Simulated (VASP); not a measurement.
# AlN (P6_3mc) in VASP: notebook

Aim: see how the results for AlN move with the level of theory and the settings. Levels: r2SCAN, PBE. Tasks: single point, relaxation of the atoms.

Everything below comes from runs of VASP 6.6.1. Logs are shortened: lines on timing, memory, paths and dates and some standing lists are left out, and cuts for length are marked.

## (1) The cell of the first run

Symmetry: P6_3mc, No. 186, hexagonal system. The conventional cell has a = 3.092 Å, b = 3.092 Å, c = 4.981 Å, α = 90.00°, β = 90.00°, γ = 120.00°. Al (site symmetry 3m) has 4 N at 1.88 to 1.90 Å within 2.5 Å. Within 2.5 Å of N (site symmetry 3m) lie 4 Al at 1.88 to 1.90 Å.

## (2) Single point, r2SCAN

Input file POSCAR:

```
AlN
1.0
    3.0923339994      0.0000000000      0.0000000000
   -1.5461669997      2.6780398005      0.0000000000
    0.0000000000      0.0000000000      4.9810000000
Al N
2 2
Direct
    0.3333333333      0.6666666667      0.0006344546
    0.6666666667      0.3333333333      0.5006344546
    0.3333333333      0.6666666667      0.3813655454
    0.6666666667      0.3333333333      0.8813655454
```

Input file INCAR.step1:

```
PREC = Accurate ; ENCUT = 520
ISMEAR = 0 ; SIGMA = 0.03
LREAL = F ; LASPH = T
NELM = 80 ; NBANDS = 16
GGA = PE ; ALGO = Normal
EDIFF = 1E-4 ; LWAVE = T
LCHARG = F
```

Input file INCAR.step2:

```
PREC = Accurate ; ENCUT = 520
EDIFF = 1E-6 ; ISMEAR = 0
SIGMA = 0.03 ; LREAL = F
LASPH = T ; NELM = 80
ALGO = Normal ; ISIF = 2
LWAVE = F ; LCHARG = F
METAGGA = R2SCAN ; LMIXTAU = T
NBANDS = 16 ; ISTART = 1
```

Input file KPOINTS:

```
regular mesh
0
Gamma
  8 8 5
```

Potentials or basis: VASP PAW PBE potentials, release 64 (Al, N).

The run is started by

```
$ cat potpaw_PBE.64/Al/POTCAR potpaw_PBE.64/N/POTCAR > POTCAR
$ cp INCAR.step1 INCAR
$ mpirun -np 1 vasp_std > vasp.out
$ cp INCAR.step2 INCAR
$ mpirun -np 1 vasp_std > vasp.out
```

OUTCAR:

```text
PREC = Accurate
   ENCUT = 520
   EDIFF = 1E-6
   ISMEAR = 0
   LREAL = F
   LASPH = T
   NELM = 80
   ISIF = 2
   METAGGA = R2SCAN
   ISTART = 1

 ion  position               nearest neighbor table
   1  0.333  0.667  0.001-   4 1.88   4 1.88   4 1.88   3 1.90   2 3.06   2 3.06   2 3.06   2 3.06
                             2 3.06   2 3.06
   2  0.667  0.333  0.501-   3 1.88   3 1.88   3 1.88   4 1.90   1 3.06   1 3.06   1 3.06   1 3.06
                             1 3.06   1 3.06
   3  0.333  0.667  0.381-   2 1.88   2 1.88   2 1.88   1 1.90
   4  0.667  0.333  0.881-   1 1.88   1 1.88   1 1.88   2 1.90

  LATTYP: Found a hexagonal cell.
 ALAT       =     3.0923339994
 C/A-ratio  =     1.6107574411

  Lattice vectors:

 A1 = (   3.0923339994,   0.0000000000,   0.0000000000)
 A2 = (  -1.5461669997,   2.6780398005,   0.0000000000)
 A3 = (   0.0000000000,   0.0000000000,   4.9810000000)

Analysis of symmetry for initial positions (statically):
=====================================================================
 Subroutine PRICEL returns:
 Original cell was already a primitive cell.

 Routine SETGRP: Setting up the symmetry group for a
 hexagonal supercell.

 Subroutine GETGRP returns: Found 12 space group operations
 (whereof  6 operations were pure point group operations)
 out of a pool of 24 trial point group operations.

The static configuration has the point symmetry C_3v.
 The point group associated with its full space group is C_6v.

Analysis of symmetry for dynamics (positions and initial velocities):
=====================================================================
 Subroutine PRICEL returns:
 Original cell was already a primitive cell.

 Routine SETGRP: Setting up the symmetry group for a
 hexagonal supercell.

 Subroutine GETGRP returns: Found 12 space group operations
 (whereof  6 operations were pure point group operations)
 out of a pool of 24 trial point group operations.

The dynamic configuration has the point symmetry C_3v.
 The point group associated with its full space group is C_6v.

 Subroutine INISYM returns: Found 12 space group operations
 (whereof  6 operations are pure point group operations),
 and found     1 'primitive' translations

----------------------------------------------------------------------------------------

                                     Primitive cell

  volume of cell :      41.2496

  direct lattice vectors                    reciprocal lattice vectors
     3.092333999  0.000000000  0.000000000     0.323380333  0.186703723  0.000000000
    -1.546167000  2.678039801  0.000000000     0.000000000  0.373407445  0.000000000
[... 90 lines left out ...]
   LREAL  =      F    real-space projection
   EDIFFG = 0.1E-04   stopping-criterion for IOM
   NSW    =      0    number of steps for IOM
   IBRION =     -1    ionic relax: 0-MD 1-quasi-New 2-CG
   NFREE  =      0    steps in history (QN), initial steepest desc. (CG)
   ISIF   =      2    stress and relaxation
   ISYM   =      2    0-nonsym 1-usesym 2-fastsym
   POTIM  = 0.5000    time-step for ionic-motion
   TEBEG  =    0.0;   TEEND  =   0.0 temperature during run
   PSTRESS=    0.0 pullay stress
   NELECT =      16.0000    total number of electrons
   NUPDOWN=      -1.0000    fix difference up-down
   EMIN   =  10.00;   EMAX   =-10.00  energy-range for DOS
   EFERMI =   0.00;   METHOD = LEGACY
   ISMEAR =     0;   SIGMA  =   0.03  broadening in eV -4-tet -1-fermi 0-gaus
   EFERMI_NEDOS =   21; number of points for ismear=-14 and -15
   IALGO  =     38    algorithm
   IMIX   =      4    mixing-type and parameters
     AMIX     =   0.40;   BMIX     =  1.00
     AMIX_MAG =   1.60;   BMIX_MAG =  1.00
  volume/ion in A,a.u.               =      10.31        69.59
  Fermi-wavevector in a.u.,A,eV,Ry     =   1.193919  2.256180 19.394321  1.425442
  Thomas-Fermi vector in A             =   2.329922
   LORBIT       =      0    0 simple, 1 ext, 2 COOP (PROOUT), +10 PAW based schemes
   METAGGA = R2SCAN    functional components
   LHFCALC =     F    Hartree Fock is set to
   AEXX    =    0.0000 exact exchange contribution
   IVDW    =     0    specifies the selected vdW correction
   LEPSILON=     F    determine dielectric tensor
   LRPA    =     F    only Hartree local field effects (RPA)
 non-spin polarized calculation
 Gauss-broadening in eV      SIGMA  =   0.03
  energy-cutoff  :      520.00
  volume of cell :       41.25
 maximum number of plane-waves:      1119
 NGX is ok and might be reduce to    24
   NGX = 11   NGY = 11   NGZ = 19

 number of electron      15.9999995 magnetization

 Free energy of the ion-electron system (eV)
  ---------------------------------------------------
  ext. energy  EPLUGINS =         0.00000000
  ---------------------------------------------------
  free energy    TOTEN  =       -38.45373884 eV

  energy without entropy =      -38.45373884  energy(sigma->0) =      -38.45373884

 E-fermi :   6.1975     XC(G=0): -11.4565

 val. band max:        5.9691747663   @ k =   0.0000   0.0000   0.0000
 cond. band min:      10.9978407798   @ k =   0.0000   0.0000   0.0000
 fundamental gap:      5.0286660135
 Fermi energy:         6.1975381395

 k-point     1 :       0.0000    0.0000    0.0000
  band No.  band energies     occupation
      1     -10.0314      2.00000
      2      -7.9042      2.00000
      3      -0.1265      2.00000
      4       5.1406      2.00000
      5       5.1406      2.00000
      6       5.7884      2.00000
[... 433 lines left out ...]
      3       0.6705      2.00000
      4       1.0715      2.00000
      5       3.9101      2.00000
      6       4.4334      2.00000
[... 8 lines left out ...]
     15      19.6366      0.00000
     16      20.9647      0.00000

 [... further k-points ...]
[... 5 lines left out ...]
  --------------------------------------------------------------------------------------
  -------------------------------------------------------------------------------------
  Total        0.5501804      0.5501804      0.1043500      0.0000000     -0.0000000     -0.0000000
  in kB       21.3695680     21.3695680      4.0530598      0.0000000     -0.0000000     -0.0000000
  external PRESSURE =      15.5973986 kB  Pullay stress =       0.0000000 kB

 VOLUME and BASIS-vectors are now :
 -----------------------------------------------------------------------------
  energy-cutoff  :      520.00
  volume of cell :       41.25
      direct lattice vectors                 reciprocal lattice vectors
     3.092333999  0.000000000  0.000000000     0.323380333  0.186703723  0.000000000
    -1.546167000  2.678039801  0.000000000     0.000000000  0.373407445  0.000000000
     0.000000000  0.000000000  4.981000000     0.000000000  0.000000000  0.200762899

 POSITION                                       TOTAL-FORCE (eV/Angst)
 -----------------------------------------------------------------------------------
     -0.00000      1.78536      0.00316         0.000000     -0.000000     -0.001313
      1.54617      0.89268      2.49366        -0.000000      0.000000     -0.001313
     -0.00000      1.78536      1.89958        -0.000000      0.000000      0.001313
      1.54617      0.89268      4.39008        -0.000000      0.000000      0.001313
 -----------------------------------------------------------------------------------
    total drift:                               -0.000000     -0.000000     -0.016560

  FREE ENERGIE OF THE ION-ELECTRON SYSTEM (eV)
  ---------------------------------------------------
  free  energy   TOTEN  =       -38.4537388415 eV

  energy  without entropy=      -38.4537388415  energy(sigma->0) =      -38.45373884
```

OSZICAR.step1:

```text
N       E                     dE             d eps       ncg     rms          rms(c)
DAV:   1     0.410365585467E+02    0.41037E+02   -0.73156E+03   960   0.894E+02
DAV:   2    -0.311119404231E+02   -0.72148E+02   -0.66828E+02  1304   0.188E+02
DAV:   3    -0.345320951081E+02   -0.34202E+01   -0.34107E+01  1232   0.429E+01
DAV:   4    -0.345528180716E+02   -0.20723E-01   -0.20722E-01  1184   0.369E+00
DAV:   5    -0.345530876929E+02   -0.26962E-03   -0.26962E-03  1272   0.427E-01    0.123E+01
DAV:   6    -0.297446032404E+02    0.48085E+01   -0.10675E+01  1136   0.238E+01    0.420E+00
DAV:   7    -0.297663215027E+02   -0.21718E-01   -0.69378E-01  1048   0.585E+00    0.297E+00
DAV:   8    -0.297588314368E+02    0.74901E-02   -0.59144E-02  1096   0.223E+00    0.573E-01
DAV:   9    -0.297539517100E+02    0.48797E-02   -0.12019E-02  1304   0.809E-01    0.243E-01
DAV:  10    -0.297545610056E+02   -0.60930E-03   -0.21967E-03  1056   0.296E-01    0.129E-01
DAV:  11    -0.297544824800E+02    0.78526E-04   -0.17171E-04   904   0.101E-01
   1 F= -.29754482E+02 E0= -.29754482E+02  d E =-.534245E-17
```

Run time: 26 s. Hardware: 1 thread of Intel Xeon 6975P-C (Granite Rapids), shared host; peak memory 0.16 GiB.

Results:

```yaml
Free_energy: -38.4537 eV
Pressure: 1.6 GPa
Band_gap_on_the_k_mesh: 5.03 eV, direct
```

Stress tensor (GPa, compression positive):
```
2.14 0.00 0.00
0.00 2.14 0.00
0.00 0.00 0.41
```

Levels at points of the mesh, in eV from the valence-band top:
```tsv
k point	band 5	band 6	band 7	band 8	band 9	band 10	band 11	band 12
(0.00, 0.00, 0.00)	-0.83	-0.18	-0.18	0.00	5.03	7.70	11.69	12.20
(0.50, 0.00, 0.00)	-3.38	-2.09	-1.76	-0.68	6.46	6.65	9.17	11.35
```

Caveat: the PAW data sets were made with another functional, which shifts forces and pressure a little.

## (3) Relaxation of the atoms, PBE

Input file INCAR:

```
PREC = Accurate ; ENCUT = 520
EDIFF = 1E-7 ; ISMEAR = 0
SIGMA = 0.05 ; LREAL = F
LASPH = T ; NELM = 100
ALGO = Normal ; ISIF = 2
LWAVE = F ; LCHARG = F
GGA = PE ; IBRION = 2
NSW = 80 ; EDIFFG = -0.003
```

Input file KPOINTS:

```
Automatic mesh
0
Gamma
  8 8 5
```

Input file POSCAR:

```
AlN
1.0
    3.0923340000      0.0000000000      0.0000000000
   -1.5461670000      2.6780398000      0.0000000000
    0.0000000000      0.0000000000      4.9810000000
Al N
2 2
Direct
    0.3333333333      0.6666666667      0.0000000000
    0.6666666667      0.3333333333      0.5000000000
    0.3333333333      0.6666666667      0.3820000000
    0.6666666667      0.3333333333      0.8820000000
```

Potentials or basis: VASP PAW PBE potentials, release 64 (Al, N).

The run is started by

```
$ cat potpaw_PBE.64/Al/POTCAR potpaw_PBE.64/N/POTCAR > POTCAR
$ mpirun -np 1 vasp_std > vasp.out
```

Run time: 11 s. Hardware: 1 thread of Intel Xeon 6975P-C (Granite Rapids), shared host; peak memory 0.15 GiB.

It converged, with:

* Free energy: -29.7545 eV
* Energy gained by relaxing: 0.1 meV/atom
* Ionic steps: 3
* Pressure after relaxing: 6.3 GPa
* Band gap on the k mesh: 4.35 eV, direct

Stress tensor (GPa, compression positive):
```
6.95 0.00 0.00
0.00 6.95 0.00
0.00 0.00 5.10
```

The path:
```tsv
step	energy change (eV)	largest force (eV/Å)	pressure (GPa)
1	0.0000	0.0776	6.33
2	-0.0004	0.0198	6.34
3	-0.0005	0.0001	6.33
```

Final structure:
```xyz
4
Lattice="3.0923 0.0000 0.0000 -1.5462 2.6780 0.0000 0.0000 0.0000 4.9810" Properties=species:S:1:pos:R:3 pbc="T T T"
Al    0.0000    1.7854    0.0030
Al    1.5462    0.8927    2.4935
N     0.0000    1.7854    1.8997
N     1.5462    0.8927    4.3902
```

Levels at points of the mesh, in eV from the valence-band top:
```csv
k point,band 6,band 7,band 8,band 9,band 10,band 11
"(0.00, 0.00, 0.00)",-0.17,-0.17,0.00,4.35,6.86,10.71
"(0.50, 0.00, 0.00)",-2.05,-1.77,-0.66,5.82,5.92,8.33
```

A hybrid or GW would open this gap; PBE tends to underestimate it.
